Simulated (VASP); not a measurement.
# MgO (P6_3mc) in VASP: single point with LDA

Aim: the single point of MgO with LDA.

Program: VASP 6.6.1. These are calculated values, not measurements. Logs are shortened: lines on timing, memory, paths and dates and some standing lists are left out, and cuts for length are marked.

### Step 1. The cell of the first run

Symmetry: P6_3mc, No. 186, hexagonal system. The conventional cell has a = 3.308 Å, b = 3.308 Å, c = 4.983 Å, α = 90.00°, β = 90.00°, γ = 120.00°. Within 2.6 Å of Mg (site symmetry 3m) lie 4 O at 1.97 to 1.99 Å. O (site symmetry 3m) has 4 Mg at 1.97 to 1.99 Å within 2.6 Å.

### Step 2. Single point, LDA

INCAR

```
PREC = Accurate
ENCUT = 600
EDIFF = 1E-6
ISMEAR = 0
SIGMA = 0.01
LREAL = False
LASPH = True
NELM = 120
ALGO = Normal
ISIF = 2
LWAVE = False
LCHARG = True
LELF = True
LVHAR = True
NBANDS = 16
GGA_COMPAT = False
```

KPOINTS

```
regular mesh
0
Gamma
  7 7 4
```

POSCAR

```
MgO
1.0
    3.3077870000      0.0000000000      0.0000000000
   -1.6538930000      2.8646280000      0.0000000000
    0.0000000000      0.0000000000      4.9828820000
Mg O
2 2
Direct
    0.3333333333      0.6666666667      0.0021600000
    0.6666666667      0.3333333333      0.5021600000
    0.3333333333      0.6666666667      0.4024400000
    0.6666666667      0.3333333333      0.9024400000
```

Potentials or basis: VASP PAW LDA potentials, release 64 (Mg, O).

Command:

```bash
$ cat potpaw_LDA.64/Mg/POTCAR potpaw_LDA.64/O/POTCAR > POTCAR
$ mpirun -np 1 vasp_std > vasp.out
```

OUTCAR:

```text
PREC = Accurate
   ENCUT = 600
   EDIFF = 1E-6
   ISMEAR = 0
   LREAL = False
   LASPH = True
   NELM = 120
   ISIF = 2

 ion  position               nearest neighbor table
   1  0.333  0.667  0.002-   4 1.97   4 1.97   4 1.97   3 1.99   2 3.14   2 3.14   2 3.14   2 3.14
                             2 3.14   2 3.14
   2  0.667  0.333  0.502-   3 1.97   3 1.97   3 1.97   4 1.99   1 3.14   1 3.14   1 3.14   1 3.14
                             1 3.14   1 3.14
   3  0.333  0.667  0.402-   2 1.97   2 1.97   2 1.97   1 1.99
   4  0.667  0.333  0.902-   1 1.97   1 1.97   1 1.97   2 1.99

  LATTYP: Found a hexagonal cell.
 ALAT       =     3.3077870000
 C/A-ratio  =     1.5064095723

  Lattice vectors:

 A1 = (   3.3077870000,   0.0000000000,   0.0000000000)
 A2 = (  -1.6538930000,   2.8646280000,   0.0000000000)
 A3 = (   0.0000000000,   0.0000000000,   4.9828820000)

Analysis of symmetry for initial positions (statically):
=====================================================================
 Subroutine PRICEL returns:
 Original cell was already a primitive cell.

 Routine SETGRP: Setting up the symmetry group for a
 hexagonal supercell.

 Subroutine GETGRP returns: Found 12 space group operations
 (whereof  6 operations were pure point group operations)
 out of a pool of 24 trial point group operations.

The static configuration has the point symmetry C_3v.
 The point group associated with its full space group is C_6v.

Analysis of symmetry for dynamics (positions and initial velocities):
=====================================================================
 Subroutine PRICEL returns:
 Original cell was already a primitive cell.

 Routine SETGRP: Setting up the symmetry group for a
 hexagonal supercell.

 Subroutine GETGRP returns: Found 12 space group operations
 (whereof  6 operations were pure point group operations)
 out of a pool of 24 trial point group operations.

The dynamic configuration has the point symmetry C_3v.
 The point group associated with its full space group is C_6v.

 Subroutine INISYM returns: Found 12 space group operations
 (whereof  6 operations are pure point group operations),
 and found     1 'primitive' translations

----------------------------------------------------------------------------------------

                                     Primitive cell

  volume of cell :      47.2157

  direct lattice vectors                    reciprocal lattice vectors
     3.307787000  0.000000000  0.000000000     0.302316927  0.174542680  0.000000000
    -1.653893000  2.864628000  0.000000000     0.000000000  0.349085466  0.000000000
     0.000000000  0.000000000  4.982882000     0.000000000  0.000000000  0.200687072

  length of vectors
     3.307787000  3.307787120  4.982882000     0.349085479  0.349085466  0.200687072

  position of ions in fractional coordinates (direct lattice)
     0.333333333  0.666666667  0.002160000
     0.666666667  0.333333333  0.502160000
     0.333333333  0.666666667  0.402440000
     0.666666667  0.333333333  0.902440000

  ion indices of the primitive-cell ions
   primitive index   ion index
                 1           1
                 2           2
                 3           3
                 4           4

----------------------------------------------------------------------------------------

 KPOINTS: regular mesh

Automatic generation of k-mesh.
 Grid dimensions read from file:
 generate k-points for:    7    7    4

 Generating k-lattice:

  Cartesian coordinates                     Fractional coordinates (reciprocal lattice)
     0.043188132  0.024934669  0.000000000     0.142857143  0.000000000  0.000000000
     0.000000000  0.049869352  0.000000000     0.000000000  0.142857143  0.000000000
     0.000000000  0.000000000  0.050171768     0.000000000  0.000000000  0.250000000

  Length of vectors
     0.049869354  0.049869352  0.050171768

  Shift w.r.t. Gamma in fractional coordinates (k-lattice)
     0.000000000  0.000000000  0.000000000

 Subroutine IBZKPT returns following result:
 ===========================================

 Found     24 irreducible k-points:

 Following reciprocal coordinates:
            Coordinates               Weight
  0.000000  0.000000  0.000000      1.000000
  0.142857 -0.000000  0.000000      6.000000
  0.285714  0.000000  0.000000      6.000000
  0.428571 -0.000000  0.000000      6.000000
  0.142857  0.142857  0.000000      6.000000
  0.285714  0.142857  0.000000     12.000000
[... 16 lines left out ...]
  0.428571  0.142857  0.500000      6.000000
  0.285714  0.285714  0.500000      6.000000
   k-points           NKPTS =     24   k-points in BZ     NKDIM =     24   number of bands    NBANDS=     16
   number of dos      NEDOS =    301   number of ions     NIONS =      4
   total plane-waves  NPLWV =  31360
   dimension x,y,z NGX =    28 NGY =   28 NGZ =   40
   dimension x,y,z NGXF=    56 NGYF=   56 NGZF=   80
   ions per type =               2   2
   NGX,Y,Z   is equivalent  to a cutoff of  14.07, 14.07, 13.35 a.u.
   NGXF,Y,Z  is equivalent  to a cutoff of  28.15, 28.15, 26.69 a.u.
 SYSTEM =  unknown system
   PREC   = accura    normal or accurate (medium, high low for compatibility)
   ISTART =      0    job   : 0-new  1-cont  2-samecut
   ICHARG =      2    charge: 1-file 2-atom 10-const
   ISPIN  =      1    spin polarized calculation?
   LNONCOLLINEAR =      F non collinear calculations
   LSORBIT =      F    spin-orbit coupling
   LASPH  =      T    aspherical Exc in radial PAW
   ENCUT  =  600.0 eV  44.10 Ry    6.64 a.u.   6.61  6.61  9.95*2*pi/ulx,y,z
   NELM   =    120;   NELMIN=  2; NELMDL= -5     # of ELM steps
   EDIFF  = 0.1E-05   stopping-criterion for ELM
   LREAL  =      F    real-space projection
   EDIFFG = 0.1E-04   stopping-criterion for IOM
   NSW    =      0    number of steps for IOM
   IBRION =     -1    ionic relax: 0-MD 1-quasi-New 2-CG
   NFREE  =      0    steps in history (QN), initial steepest desc. (CG)
   ISIF   =      2    stress and relaxation
   ISYM   =      2    0-nonsym 1-usesym 2-fastsym
   POTIM  = 0.5000    time-step for ionic-motion
   TEBEG  =    0.0;   TEEND  =   0.0 temperature during run
   PSTRESS=    0.0 pullay stress
   NELECT =      16.0000    total number of electrons
   NUPDOWN=      -1.0000    fix difference up-down
   EMIN   =  10.00;   EMAX   =-10.00  energy-range for DOS
   EFERMI =   0.00;   METHOD = LEGACY
   ISMEAR =     0;   SIGMA  =   0.01  broadening in eV -4-tet -1-fermi 0-gaus
   EFERMI_NEDOS =   21; number of points for ismear=-14 and -15
   IALGO  =     38    algorithm
   IMIX   =      4    mixing-type and parameters
     AMIX     =   0.40;   BMIX     =  1.00
     AMIX_MAG =   1.60;   BMIX_MAG =  1.00
  volume/ion in A,a.u.               =      11.80        79.66
  Fermi-wavevector in a.u.,A,eV,Ry     =   1.141351  2.156841 17.724078  1.302683
  Thomas-Fermi vector in A             =   2.278052
   LORBIT       =      0    0 simple, 1 ext, 2 COOP (PROOUT), +10 PAW based schemes
   GGA     = CA    functional components
   LHFCALC =     F    Hartree Fock is set to
   AEXX    =    0.0000 exact exchange contribution
   IVDW    =     0    specifies the selected vdW correction
   LEPSILON=     F    determine dielectric tensor
   LRPA    =     F    only Hartree local field effects (RPA)
 non-spin polarized calculation
 Gauss-broadening in eV      SIGMA  =   0.01
  energy-cutoff  :      600.00
  volume of cell :       47.22
 maximum number of plane-waves:      1610
 NGX is ok and might be reduce to    28
   NGX = 13   NGY = 13   NGZ = 19

 number of electron      15.9999997 magnetization

 Free energy of the ion-electron system (eV)
  ---------------------------------------------------
  ext. energy  EPLUGINS =         0.00000000
  ---------------------------------------------------
  free energy    TOTEN  =       -26.23441121 eV

  energy without entropy =      -26.23441121  energy(sigma->0) =      -26.23441121

 E-fermi :   0.9036     XC(G=0): -10.2704

 val. band max:        0.8225062931   @ k =   0.0000   0.0000   0.0000
 cond. band min:       4.1809748303   @ k =   0.0000   0.0000   0.0000
 fundamental gap:      3.3584685372
 Fermi energy:         0.9036426669

 k-point     1 :       0.0000    0.0000    0.0000
  band No.  band energies     occupation
      1     -15.1590      2.00000
      2     -14.2998      2.00000
      3      -2.5287      2.00000
      4       0.0224      2.00000
      5       0.0224      2.00000
      6       0.3707      2.00000
[... 8 lines left out ...]
     15      16.9557      0.00000
     16      16.9557      0.00000

 k-point     2 :       0.1429   -0.0000    0.0000
  band No.  band energies     occupation
      1     -15.0539      2.00000
      2     -14.2661      2.00000
      3      -2.3308      2.00000
      4      -0.4895      2.00000
      5      -0.1684      2.00000
      6      -0.1067      2.00000
[... 8 lines left out ...]
     15      16.3093      0.00000
     16      16.6070      0.00000

 k-point     3 :       0.2857    0.0000    0.0000
  band No.  band energies     occupation
      1     -14.7918      2.00000
      2     -14.2064      2.00000
      3      -1.8058      2.00000
      4      -1.5503      2.00000
      5      -0.8774      2.00000
      6      -0.3387      2.00000
[... 8 lines left out ...]
     15      15.1518      0.00000
     16      15.9403      0.00000

 k-point     4 :       0.4286   -0.0000    0.0000
  band No.  band energies     occupation
      1     -14.5265      2.00000
      2     -14.2028      2.00000
      3      -2.2633      2.00000
      4      -1.3669      2.00000
      5      -1.1168      2.00000
      6      -0.4972      2.00000
[... 8 lines left out ...]
     15      14.6676      0.00000
     16      16.4064      0.00000
[... 324 lines left out ...]
 k-point    22 :       0.2857    0.1429    0.5000
  band No.  band energies     occupation
      1     -14.3903      2.00000
      2     -14.3903      2.00000
      3      -2.0970      2.00000
      4      -2.0970      2.00000
      5      -0.4867      2.00000
      6      -0.4867      2.00000
[... 8 lines left out ...]
     15      15.8832      0.00000
     16      15.8832      0.00000

 k-point    23 :       0.4286    0.1429    0.5000
  band No.  band energies     occupation
      1     -14.3171      2.00000
      2     -14.3171      2.00000
      3      -2.2566      2.00000
      4      -2.2566      2.00000
      5      -0.6378      2.00000
      6      -0.6378      2.00000
[... 8 lines left out ...]
     15      15.9870      0.00000
     16      15.9870      0.00000

 k-point    24 :       0.2857    0.2857    0.5000
  band No.  band energies     occupation
      1     -14.3003      2.00000
      2     -14.3003      2.00000
      3      -1.9969      2.00000
      4      -1.9969      2.00000
      5      -1.1255      2.00000
      6      -1.1255      2.00000
[... 8 lines left out ...]
     15      16.3674      0.00000
     16      16.3674      0.00000

------------------------ aborting loop because EDIFF is reached ----------------------------------------

  FORCE on cell =-STRESS in cart. coord.  units (eV):
  Direction    XX          YY          ZZ          XY          YZ          ZX
  --------------------------------------------------------------------------------------
  -------------------------------------------------------------------------------------
  Total       -1.7160263     -1.7160268     -1.5072346     -0.0000003      0.0000000      0.0000000
  in kB      -58.2301837    -58.2302010    -51.1452220     -0.0000102      0.0000000      0.0000000
  external PRESSURE =     -55.8685356 kB  Pullay stress =       0.0000000 kB

 VOLUME and BASIS-vectors are now :
 -----------------------------------------------------------------------------
  energy-cutoff  :      600.00
  volume of cell :       47.22
      direct lattice vectors                 reciprocal lattice vectors
     3.307787000  0.000000000  0.000000000     0.302316927  0.174542680  0.000000000
    -1.653893000  2.864628000  0.000000000     0.000000000  0.349085466  0.000000000
     0.000000000  0.000000000  4.982882000     0.000000000  0.000000000  0.200687072

 POSITION                                       TOTAL-FORCE (eV/Angst)
 -----------------------------------------------------------------------------------
      0.00000      1.90975      0.01076        -0.000000      0.000000      0.048437
      1.65389      0.95488      2.50220        -0.000000      0.000000      0.048437
      0.00000      1.90975      2.00531         0.000000      0.000000     -0.048437
      1.65389      0.95488      4.49675        -0.000000     -0.000000     -0.048437
 -----------------------------------------------------------------------------------
    total drift:                               -0.000000     -0.000000      0.001564

  FREE ENERGIE OF THE ION-ELECTRON SYSTEM (eV)
  ---------------------------------------------------
  free  energy   TOTEN  =       -26.2344112092 eV

  energy  without entropy=      -26.2344112092  energy(sigma->0) =      -26.23441121
```

Run time: 10 s. Hardware: 1 thread of AMD EPYC 9R45 (Zen 5), shared host; peak memory 0.13 GiB.

What came out:

```yaml
Free_energy: -26.2344 eV
Pressure: -5.6 GPa
Largest_force: 0.048 eV/Å
Band_gap_on_the_k_mesh: 3.36 eV, direct
```

Forces on the atoms (eV/Å):
```
Mg   0.000  0.000  0.048
Mg   0.000  0.000  0.048
O    0.000  0.000 -0.048
O    0.000  0.000 -0.048
```

Stress tensor (GPa, compression positive):
```
-5.82  0.00  0.00
 0.00 -5.82  0.00
 0.00  0.00 -5.11
```

LDA gaps usually lie below the measured ones, often by a third to a half.
